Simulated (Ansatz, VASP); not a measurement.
**Two plane-wave programs on Si2P**

Contents of INCAR:

```
ALGO = Normal
EDIFF = 1E-6
EDIFFG = -0.01
ENCUT = 600
GGA = PE
IBRION = 2
ISIF = 3
ISMEAR = 0
LASPH = True
LCHARG = False
LREAL = False
LWAVE = False
NELM = 60
NSW = 100
PREC = Accurate
SIGMA = 0.1
```

Contents of KPOINTS:

```
k-points
0
Gamma
  12 12 8
```

Contents of POSCAR:

```
Si2P
1.0
    4.4400559263      0.0000000000      0.0000000000
   -2.2200279631      3.8452012264      0.0000000000
    0.0000000000      0.0000000000      5.0878398859
Si P
4 2
Direct
    0.0000000000      0.0000000000      0.0000000000
    0.0000000000      0.0000000000      0.5000000000
    0.3333333333      0.6666666667      0.7500000000
    0.6666666667      0.3333333333      0.2500000000
    0.3333333333      0.6666666667      0.2500000000
    0.6666666667      0.3333333333      0.7500000000
```

Input for Ansatz:

```yaml
crystal:
  lattice:
    - [4.4400559263, 0.0, 0.0]
    - [-2.2200279631, 3.8452012264, 0.0]
    - [0.0, 0.0, 5.0878398859]
  atoms:
    - { symbol: Si, position: [0.0, 0.0, 0.0] }
    - { symbol: Si, position: [0.0, 0.0, 0.5] }
    - { symbol: Si, position: [0.3333333333, 0.6666666667, 0.75] }
    - { symbol: Si, position: [0.6666666667, 0.3333333333, 0.25] }
    - { symbol: P, position: [0.3333333333, 0.6666666667, 0.25] }
    - { symbol: P, position: [0.6666666667, 0.3333333333, 0.75] }
basis:
  ecutwfc: 420
kpoints:
  mp_grid: { grid: [12, 12, 8] }
hamiltonian:
  xc: pbe
scf:
  occupations: { method: gaussian, width: 0.1 }
output:
  forces: true
  stress: true
  eigenvalues: true
relax:
  adjacent_minimum: "off"
  f_tol: 0.01
  max_steps: 80
  cell: { stress_tol: 0.05 }
```

Change from the starting cell: species swapped into the Sc2Al type (P6_3/mmc, No. 194).

Alike in both runs: task relaxation of cell and atoms; functional PBE; k mesh 12 × 12 × 8; occupations gaussian, width 0.1 eV; no spin polarisation.

|  | VASP | Ansatz |
| --- | --- | --- |
| version | VASP 6.6.1 | Ansatz 0.2.0 |
| potentials or method | VASP PAW PBE potentials, release 64 (Si, P), cutoff 600 eV | scalar-relativistic, plane waves, PAW |
| valence electrons in the cell | 26 | 26 |

|  | VASP | Ansatz | Ansatz less VASP |
| --- | --- | --- | --- |
| gap on the k mesh at the Fermi level, each at its own relaxed structure (eV) | none | none | - |
| relaxed volume (Å³/atom) | 14.63 | 14.65 | +0.015 |
| relaxed cell length with the largest relative difference (Å) | 5.001 | 5.004 | +0.0029 |

A gap of «none» marks a metal or a gap that the smearing closes.
